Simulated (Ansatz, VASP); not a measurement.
Given: the input of a run of VASP 6.6.1 on WS2.

The input INCAR:

```
PREC = Accurate ; ENCUT = 520
EDIFF = 1E-6 ; ISMEAR = -1
SIGMA = 0.05 ; LREAL = False
LASPH = True ; NELM = 80
ALGO = Normal ; ISIF = 2
LWAVE = False ; LCHARG = False
GGA = CA ; NBANDS = 20
```

The input KPOINTS:

```
regular mesh
0
Gamma
  10 10 2
```

The input POSCAR:

```
WS2
1.0
    3.2045998594      0.0000000000      0.0000000000
   -1.6022999297      2.7752648871      0.0000000000
    0.0000000000      0.0000000000     17.0628366442
W S
1 2
Direct
    0.0000000000      0.0000000000      0.0000000000
    0.3333333333      0.6666666667      0.0920005100
    0.3333333333      0.6666666667      0.9079994900
```

Potentials or basis: VASP PAW LDA potentials, release 64 (W_sv, S).

Run with:

```bash
$ cat potpaw_LDA.64/W_sv/POTCAR potpaw_LDA.64/S/POTCAR > POTCAR
$ mpirun -np 1 vasp_std > vasp.out
```

Problem. Set up the same calculation for Ansatz 0.2.0. Potentials there: all-electron LAPW, scalar-relativistic.

Solution. As run (the cutoff follows the program's own potentials):

Contents of input.yaml:

```yaml
crystal:
  lattice:
    - [3.2045998594, 0.0, 0.0]
    - [-1.6022999297, 2.7752648871, 0.0]
    - [0.0, 0.0, 17.0628366442]
  atoms:
    - { symbol: W, position: [0.0, 0.0, 0.0] }
    - { symbol: S, position: [0.3333333333, 0.6666666667, 0.09200051] }
    - { symbol: S, position: [0.3333333333, 0.6666666667, 0.90799949] }
kpoints:
  mp_grid: { grid: [10, 10, 2] }
scf:
  occupations: { method: fermi_dirac, width: 0.05 }
hamiltonian:
  xc: lda
  pseudopotentials: { kind: all_electron, lapw: { basis_error: 0.002 } }
output:
  forces: true
  stress: true
  eigenvalues: true
```

Potentials or basis: all-electron LAPW, scalar-relativistic.

Launch:

```sh
$ ansatz run input.yaml --threads 2 --pin off --max-ram 8192MiB --backend cpu --events-out ev --progress --plain --runs-dir out
```

Both were run:

|  | VASP | Ansatz | Ansatz less VASP |
| --- | --- | --- | --- |
| gap on the k mesh at the Fermi level (eV) | 1.93 | 1.92 | -0.010 |
| least direct gap on the mesh (eV) | 2.09 | 2.08 | -0.009 |
| rms of the force components (eV/Å) | 0.328 | 0.347 | +0.0195 |

LDA's correlation is that of Perdew and Zunger in VASP and of Perdew and Wang (1992) in Ansatz. Atom by atom the forces differ by 0.019 eV/Å (rms over components). Ansatz ran all-electron here, and VASP with PAW potentials.

Spin-orbit coupling is off throughout.
